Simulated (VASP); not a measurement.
# Sb (C2/c) in VASP: further runs

Runs on Sb. Level: PBEsol. Tasks: single point.

Everything below comes from runs of VASP 6.6.1. Logs are shortened: lines on timing, memory, paths and dates and some standing lists are left out, and cuts for length are marked.

**1. The cell of the first run**

The structure is monoclinic, space group C2/c (No. 15). Conventional cell: a = 3.080 Å, b = 8.153 Å, c = 4.399 Å, α = 90.00°, β = 110.34°, γ = 90.00°. Within 3.9 Å of Sb (site symmetry 2) lie 10 Sb at 3.00 to 3.71 Å.

**2. Single point, PBEsol (25.89 Å³/atom)**

File INCAR:

```
PREC = Accurate
ENCUT = 520
EDIFF = 1E-6
ISMEAR = -1
SIGMA = 0.1
LREAL = F
LASPH = T
NELM = 100
ALGO = Normal
ISIF = 2
LWAVE = F
LCHARG = T
GGA = PS
LELF = T
LVHAR = T
NBANDS = 12
```

File KPOINTS:

```
Automatic mesh
0
Gamma
  13 13 9
```

File POSCAR:

```
Sb
1.0
   -2.8810490757      2.8838063179      1.5398237657
    2.8838063179     -2.8810490757      1.5398237657
    2.9154536411      2.9154536411     -1.5347738715
Sb
2
Direct
    0.9999551411      0.0000448589      0.0000000000
    0.7500448589      0.2499551411      0.5000000000
```

Potentials or basis: VASP PAW PBE potentials, release 64 (Sb).

Run with:

```
cat potpaw_PBE.64/Sb/POTCAR > POTCAR
mpirun -np 1 vasp_std > vasp.out
```

OUTCAR:

```text
PREC = Accurate
   ENCUT = 520
   EDIFF = 1E-6
   ISMEAR = -1
   LREAL = F
   LASPH = T
   NELM = 100
   ISIF = 2
   GGA = PS

 ion  position               nearest neighbor table
   1  1.000  0.000  0.000-   2 3.00   2 3.00   2 3.00   2 3.00   2 3.70   2 3.70   2 3.71   2 3.71

   2  0.750  0.250  0.500-   1 3.00   1 3.00   1 3.00   1 3.00   1 3.70   1 3.70   1 3.71   1 3.71

  LATTYP: Found a base centered monoclinic cell.
 ALAT       =     3.0796500000
 B/A-ratio  =     2.6472932583
 C/A-ratio  =     1.4285592672
 COS(beta)  =    -0.3476679603

  Lattice vectors:

 A1 = (  -2.8810490757,   2.8838063179,   1.5398237657)
 A2 = (   2.8838063179,  -2.8810490757,   1.5398237657)
 A3 = (   2.9154536411,   2.9154536411,  -1.5347738715)

Analysis of symmetry for initial positions (statically):
=====================================================================
 Subroutine PRICEL returns:
 Original cell was already a primitive cell.

 Routine SETGRP: Setting up the symmetry group for a
 base centered monoclinic supercell.

 Subroutine GETGRP returns: Found  4 space group operations
 (whereof  2 operations were pure point group operations)
 out of a pool of  4 trial point group operations.

The static configuration has the point symmetry C_2 .
 The point group associated with its full space group is C_2h.

Analysis of symmetry for dynamics (positions and initial velocities):
=====================================================================
 Subroutine PRICEL returns:
 Original cell was already a primitive cell.

 Routine SETGRP: Setting up the symmetry group for a
 base centered monoclinic supercell.

 Subroutine GETGRP returns: Found  4 space group operations
 (whereof  2 operations were pure point group operations)
 out of a pool of  4 trial point group operations.

The dynamic configuration has the point symmetry C_2 .
 The point group associated with its full space group is C_2h.

 Subroutine INISYM returns: Found  4 space group operations
 (whereof  2 operations are pure point group operations),
 and found     1 'primitive' translations

----------------------------------------------------------------------------------------

                                     Primitive cell

  volume of cell :      51.7846

  direct lattice vectors                    reciprocal lattice vectors
    -2.881049076  2.883806318  1.539823766    -0.001303979  0.172160910  0.324559514
     2.883806318 -2.881049076  1.539823766     0.172160910 -0.001303979  0.324559514
[... 96 lines left out ...]
   NELECT =      10.0000    total number of electrons
   NUPDOWN=      -1.0000    fix difference up-down
   EMIN   =  10.00;   EMAX   =-10.00  energy-range for DOS
   EFERMI =   0.00;   METHOD = LEGACY
   ISMEAR =    -1;   SIGMA  =   0.10  broadening in eV -4-tet -1-fermi 0-gaus
   EFERMI_NEDOS =   21; number of points for ismear=-14 and -15
   IALGO  =     38    algorithm
   IMIX   =      4    mixing-type and parameters
     AMIX     =   0.40;   BMIX     =  1.00
     AMIX_MAG =   1.60;   BMIX_MAG =  1.00
  volume/ion in A,a.u.               =      25.89       174.73
  Fermi-wavevector in a.u.,A,eV,Ry     =   0.946255  1.788162 12.182631  0.895398
  Thomas-Fermi vector in A             =   2.074235
   LORBIT       =      0    0 simple, 1 ext, 2 COOP (PROOUT), +10 PAW based schemes
   GGA     = PS    functional components
   LHFCALC =     F    Hartree Fock is set to
   AEXX    =    0.0000 exact exchange contribution
   IVDW    =     0    specifies the selected vdW correction
   LEPSILON=     F    determine dielectric tensor
   LRPA    =     F    only Hartree local field effects (RPA)
 non-spin polarized calculation
  energy-cutoff  :      520.00
  volume of cell :       51.78
 maximum number of plane-waves:      1405
   NGX = 17   NGY = 17   NGZ = 17

 number of electron      10.0000000 magnetization

 number of electron       9.9999999 magnetization

 Free energy of the ion-electron system (eV)
  ---------------------------------------------------
  ext. energy  EPLUGINS =         0.00000000
  ---------------------------------------------------
  free energy    TOTEN  =        -8.85238186 eV

  energy without entropy =       -8.81754190  energy(sigma->0) =       -8.83496188

 E-fermi :   8.9722     XC(G=0): -10.4163

 val. band max:        8.9636066611   @ k =   0.2308   0.1538   0.1111
 cond. band min:       8.9779777290   @ k =  -0.0769   0.1538   0.3333
 fundamental gap:      0.0143710679
 Fermi energy:         8.9721964579

 k-point     1 :       0.0000    0.0000    0.0000
  band No.  band energies     occupation
      1      -4.5530      2.00000
      2       2.0662      2.00000
      3       4.9366      2.00000
      4       5.1003      2.00000
      5      10.6742      0.00000
      6      12.8967      0.00000
      7      12.9518      0.00000
      8      13.9148      0.00000
      9      14.0642      0.00000
     10      16.7974      0.00000
     11      17.5613      0.00000
     12      18.5545      0.00000
[... 331 lines left out ...]
 k-point    24 :       0.4615    0.1538    0.0000
  band No.  band energies     occupation
      1      -1.0490      2.00000
      2       1.0235      2.00000
      3       4.0732      2.00000
      4       5.9418      2.00000
      5       6.6733      2.00000
      6       8.8409      1.57616
      7      11.2275      0.00000
      8      11.5600      0.00000
      9      15.2866      0.00000
     10      15.9163      0.00000
     11      16.7290      0.00000
     12      17.8514      0.00000

 [... further k-points ...]

------------------------ aborting loop because EDIFF is reached ----------------------------------------

  FORCE on cell =-STRESS in cart. coord.  units (eV):
  Direction    XX          YY          ZZ          XY          YZ          ZX
  --------------------------------------------------------------------------------------
  -------------------------------------------------------------------------------------
  Total        2.2685723      2.2685723      2.0239420      0.0219587      0.0049551      0.0049551
  in kB       70.1880195     70.1880195     62.6193312      0.6793872      0.1533075      0.1533074
  external PRESSURE =      67.6651234 kB  Pullay stress =       0.0000000 kB

 VOLUME and BASIS-vectors are now :
 -----------------------------------------------------------------------------
  energy-cutoff  :      520.00
  volume of cell :       51.78
      direct lattice vectors                 reciprocal lattice vectors
    -2.881049076  2.883806318  1.539823766    -0.001303979  0.172160910  0.324559514
     2.883806318 -2.881049076  1.539823766     0.172160910 -0.001303979  0.324559514
     2.915453641  2.915453641 -1.534773872     0.171419105  0.171419105 -0.000306947

 POSITION                                       TOTAL-FORCE (eV/Angst)
 -----------------------------------------------------------------------------------
     -2.88079      2.88355      1.53982        -0.005725      0.005725     -0.000000
      0.01763      2.90058      0.77244         0.005725     -0.005725      0.000000
 -----------------------------------------------------------------------------------
    total drift:                               -0.000000     -0.000000      0.000000

  FREE ENERGIE OF THE ION-ELECTRON SYSTEM (eV)
  ---------------------------------------------------
  free  energy   TOTEN  =        -8.8523818607 eV

  energy  without entropy=       -8.8175418968  energy(sigma->0) =       -8.83496188
```

stdout:

```text
POSCAR found type information on POSCAR Sb
 POSCAR found :  1 types and       2 ions
 scaLAPACK will be used
 -----------------------------------------------------------------------------
|                                                                             |
|                                                                             |
|     You enforced a specific xc type in the INCAR file but a different       |
|     I HOPE YOU KNOW WHAT YOU ARE DOING!                                     |
|                                                                             |
 -----------------------------------------------------------------------------

 LDA part: xc-table for (Slater+PW92), standard interpolation
 POSCAR, INCAR and KPOINTS ok, starting setup
 FFT: planning ... GRIDC
 FFT: planning ... GRID_SOFT
 FFT: planning ... GRID
 WAVECAR not read
 entering main loop
```

Run time: 57 s. Hardware: 1 thread of Intel Xeon 6975P-C (Granite Rapids), shared host; peak memory 0.34 GiB.

Results:

| Quantity | Value |
| --- | --- |
| Free energy | -8.8524 eV |
| Pressure | 6.8 GPa |
| Largest force | 0.008 eV/Å |
| Band gap on the k mesh | zero (bands 5 and 6 overlap by 6.10 eV) |

Forces in eV/Å, atoms in the order of the input:
```
Sb  -0.006  0.006  0.000
Sb   0.006 -0.006  0.000
```

Levels at points of the mesh, in eV from the Fermi level:
```
           k point  band 1  band 2  band 3  band 4  band 5  band 6  band 7  band 8  band 9  band 10
(0.00, 0.00, 0.00)  -13.53   -6.91   -4.04   -3.87    1.70    3.92    3.98    4.94    5.09     7.83
```

Caveat: the cell stands under pressure; the PAW data sets were made with another functional, which shifts forces and pressure a little; spin-orbit coupling is left out, which moves the levels of the heavy elements.

**3. Single point, PBEsol (28.14 Å³/atom)**

This run uses another cell than the first one, of 28.14 Å³/atom.

File INCAR:

```
SYSTEM = Sb
PREC = Accurate ; ENCUT = 520
EDIFF = 1E-6 ; ISMEAR = -1
SIGMA = 0.1 ; LREAL = .False.
LASPH = .True. ; NELM = 60
ALGO = Normal ; ISIF = 2
LWAVE = .False. ; LCHARG = .False.
GGA = PS ; NBANDS = 12
```

File KPOINTS:

```
regular mesh
0
Gamma
  13 13 9
  0 0 0
```

File POSCAR:

```
Sb
1.0
   -2.9622477639      2.9650827155      1.5832217318
    2.9650827155     -2.9622477639      1.5832217318
    2.9976219780      2.9976219780     -1.5780295127
Sb
2
Direct
    0.9999551411      0.0000448589      0.0000000000
    0.7500448589      0.2499551411      0.5000000000
```

Potentials or basis: VASP PAW PBE potentials, release 64 (Sb).

Run with:

```
cat potpaw_PBE.64/Sb/POTCAR > POTCAR
mpirun -np 1 vasp_std > vasp.out
```

It took 84 s on 1 thread of Intel Xeon 6975P-C (Granite Rapids), shared host; peak memory 0.37 GiB.

The run converged. Its results:

```
Free energy            : -8.9436 eV
Pressure               : 0.2 GPa
Band gap on the k mesh : zero (bands 5 and 6 overlap by 5.74 eV)
```

Stress tensor (GPa, compression positive):
```
 0.44 -0.01  0.01
-0.01  0.44  0.01
 0.01  0.01 -0.26
```

Levels at points of the mesh, in eV from the Fermi level:
```tsv
k point	band 3	band 4	band 5	band 6	band 7	band 8
(0.00, 0.00, 0.00)	-3.63	-3.48	2.04	3.65	3.71	4.52
```

Caveat: the PAW data sets were made with another functional, which shifts forces and pressure a little; spin-orbit coupling is left out, which moves the levels of the heavy elements.

**4. Single point, PBEsol**

This run uses another cell than the first one, of 28.14 Å³/atom.

File INCAR:

```
SYSTEM = Sb
ALGO = Normal
EDIFF = 1E-6
ENCUT = 520
GGA = PS
ISIF = 2
ISMEAR = -1
ISYM = 0
LASPH = .True.
LCHARG = .True.
LELF = .True.
LREAL = .False.
LVHAR = .True.
LWAVE = .False.
NBANDS = 12
NELM = 60
PREC = Accurate
SIGMA = 0.1
```

File KPOINTS:

```
k-points
0
Gamma
  11 11 8
  0 0 0
```

POSCAR is that of step 3.

Potentials or basis: VASP PAW PBE potentials, release 64 (Sb).

Run with:

```
cat potpaw_PBE.64/Sb/POTCAR > POTCAR
mpirun -np 1 vasp_std > vasp.out
```

OUTCAR:

```text
SYSTEM = Sb
   EDIFF = 1E-6
   ENCUT = 520
   GGA = PS
   ISIF = 2
   ISMEAR = -1
   ISYM = 0
   LASPH = .True.
   LREAL = .False.
   NELM = 60
   PREC = Accurate

 ion  position               nearest neighbor table
   1  1.000  0.000  0.000-   2 3.08   2 3.08   2 3.09   2 3.09
   2  0.750  0.250  0.500-   1 3.08   1 3.08   1 3.09   1 3.09

IMPORTANT INFORMATION: All symmetrisations will be switched off!
NOSYMM: (Re-)initialisation of all symmetry stuff for point group C_1.

----------------------------------------------------------------------------------------

                                     Primitive cell

  volume of cell :      56.2876

  direct lattice vectors                    reciprocal lattice vectors
    -2.962247764  2.965082715  1.583221732    -0.001268235  0.167441777  0.315662957
     2.965082715 -2.962247764  1.583221732     0.167441777 -0.001268235  0.315662957
     2.997621978  2.997621978 -1.578029513     0.166720306  0.166720306 -0.000298533

  length of vectors
     4.480314540  4.480314540  4.523455779     0.357325425  0.357325425  0.235778307

[... 141 lines left out ...]
      5       9.8418      0.00000
      6      11.4600      0.00000
      7      11.5158      0.00000
      8      12.3325      0.00000
      9      12.4561      0.00000
     10      15.4924      0.00000
     11      16.2039      0.00000
     12      17.0283      0.00000
[... 331 lines left out ...]
 k-point    24 :      -0.0909    0.3636    0.0000
  band No.  band energies     occupation
      1      -3.3620      2.00000
      2       0.2289      2.00000
      3       4.4341      2.00000
      4       5.9054      2.00000
      5       6.9525      1.99954
      6       8.1129      0.07583
      7       8.9683      0.00002
      8      10.7733      0.00000
      9      12.9482      0.00000
     10      14.2194      0.00000
     11      14.5151      0.00000
     12      17.7074      0.00000

 [... further k-points ...]

------------------------ aborting loop because EDIFF is reached ----------------------------------------

  FORCE on cell =-STRESS in cart. coord.  units (eV):
  Direction    XX          YY          ZZ          XY          YZ          ZX
  --------------------------------------------------------------------------------------
  -------------------------------------------------------------------------------------
  Total        0.0399259      0.0399244      0.0276008      0.0013629      0.0009199      0.0009204
  in kB        1.1364567      1.1364127      0.7856326      0.0387927      0.0261851      0.0261985
  external PRESSURE =       1.0195007 kB  Pullay stress =       0.0000000 kB

 VOLUME and BASIS-vectors are now :
 -----------------------------------------------------------------------------
  energy-cutoff  :      520.00
  volume of cell :       56.29
      direct lattice vectors                 reciprocal lattice vectors
    -2.962247764  2.965082715  1.583221732    -0.001268235  0.167441777  0.315662957
     2.965082715 -2.962247764  1.583221732     0.167441777 -0.001268235  0.315662957
     2.997621978  2.997621978 -1.578029513     0.166720306  0.166720306 -0.000298533

 POSITION                                       TOTAL-FORCE (eV/Angst)
 -----------------------------------------------------------------------------------
     -2.96198      2.96482      1.58322         0.000041     -0.000041      0.000000
      0.01813      2.98233      0.79421        -0.000041      0.000041     -0.000000
 -----------------------------------------------------------------------------------
    total drift:                               -0.000000     -0.000000      0.000000

  FREE ENERGIE OF THE ION-ELECTRON SYSTEM (eV)
  ---------------------------------------------------
  free  energy   TOTEN  =        -8.9546835776 eV

  energy  without entropy=       -8.9226288969  energy(sigma->0) =       -8.93865624
```

OSZICAR:

```text
N       E                     dE             d eps       ncg     rms          rms(c)
DAV:   1     0.270319194720E+02    0.27032E+02   -0.34569E+03 11640   0.635E+02
DAV:   2    -0.746710661377E+01   -0.34499E+02   -0.33276E+02 15292   0.105E+02
DAV:   3    -0.895070718688E+01   -0.14836E+01   -0.14690E+01 14328   0.224E+01
DAV:   4    -0.896238045185E+01   -0.11673E-01   -0.11671E-01 13284   0.244E+00
DAV:   5    -0.896249748315E+01   -0.11703E-03   -0.11703E-03 14096   0.273E-01    0.265E+00
DAV:   6    -0.895782724218E+01    0.46702E-02   -0.96628E-04 13420   0.189E-01    0.156E+00
DAV:   7    -0.895467810893E+01    0.31491E-02   -0.23829E-03 12900   0.285E-01    0.564E-02
DAV:   8    -0.895468366157E+01   -0.55526E-05   -0.50055E-05 14324   0.484E-02    0.106E-02
DAV:   9    -0.895468357764E+01    0.83927E-07   -0.10173E-06  9380   0.761E-03
   1 F= -.89546836E+01 E0= -.89386562E+01  d E =-.320547E-01
```

stdout:

```text
POSCAR found type information on POSCAR Sb
 POSCAR found :  1 types and       2 ions
 scaLAPACK will be used
 -----------------------------------------------------------------------------
|                                                                             |
|                                                                             |
|     You enforced a specific xc type in the INCAR file but a different       |
|     I HOPE YOU KNOW WHAT YOU ARE DOING!                                     |
|                                                                             |
 -----------------------------------------------------------------------------

 LDA part: xc-table for (Slater+PW92), standard interpolation
 POSCAR, INCAR and KPOINTS ok, starting setup
 FFT: planning ... GRIDC
 FFT: planning ... GRID_SOFT
 FFT: planning ... GRID
 WAVECAR not read
 entering main loop
```

It took 1.7 min on 1 thread of Intel Xeon 6975P-C (Granite Rapids), shared host; peak memory 0.41 GiB.

What came out:

```yaml
Free_energy: -8.9547 eV
Pressure: 0.1 GPa
Band_gap_on_the_k_mesh: zero (bands 5 and 6 overlap by 5.69 eV)
```

Caveat: the PAW data sets were made with another functional, which shifts forces and pressure a little; spin-orbit coupling is left out, which moves the levels of the heavy elements.

**5. Overview**

```csv
cell,k mesh,gap on the mesh (eV),pressure (GPa)
"a = 4.358, b = 4.358, c = 4.399 Å, angles 97.1, 97.1, 138.6°, 2 atoms",13 × 13 × 9,none,6.8
"a = 4.480, b = 4.480, c = 4.523 Å, angles 97.1, 97.1, 138.6°, 2 atoms",13 × 13 × 9,none,0.2
"a = 4.480, b = 4.480, c = 4.523 Å, angles 97.1, 97.1, 138.6°, 2 atoms",11 × 11 × 8,none,0.1
```

Alike in all rows: task single point; level PBEsol; potentials or basis VASP PAW PBE potentials, release 64 (Sb); no spin polarisation; cutoff (eV) 520; smearing fermi-dirac 0.1 eV.

Caveats: the PAW data sets were made with another functional, which shifts forces and pressure a little; spin-orbit coupling is left out, which moves the levels of the heavy elements; the cell stands under pressure (at least some runs).

Absolute energies hang on the potentials; compare differences alone.
